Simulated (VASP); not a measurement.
Input of a VASP 6.6.1 run:

The input INCAR:

```
SYSTEM = MgO
  ALGO = Normal
  EDIFF = 1E-6
  ENCUT = 600
  GGA = CA
  GGA_COMPAT = .FALSE.
  ISIF = 2
  ISMEAR = 0
  LASPH = .TRUE.
  LCHARG = .FALSE.
  LREAL = .FALSE.
  LWAVE = .FALSE.
  NBANDS = 11
  NELM = 120
  PREC = Accurate
  SIGMA = 0.01
```

Contents of KPOINTS:

```
k-points
0
G
  10 10 10
  0 0 0
```

File POSCAR:

```
MgO
1.0
    0.0000000000      2.1050000000      2.1050000000
    2.1050000000      0.0000000000      2.1050000000
    2.1050000000      2.1050000000      0.0000000000
Mg O
1 1
Direct
    0.0000000000      0.0000000000      0.0000000000
    0.5000000000      0.5000000000      0.5000000000
```

Potentials or basis: VASP PAW LDA potentials, release 64 (Mg, O).

The run is started by

```console
$ cat potpaw_LDA.64/Mg/POTCAR potpaw_LDA.64/O/POTCAR > POTCAR
$ mpirun -np 1 vasp_std > vasp.out
```

**Question.** Estimate the pressure.

**Answer.** -7.8 GPa.

**Question.** Estimate the band gap on the k mesh.

**Answer.** 4.67 eV, direct.

As with any semilocal functional, this LDA gap is likely too small.
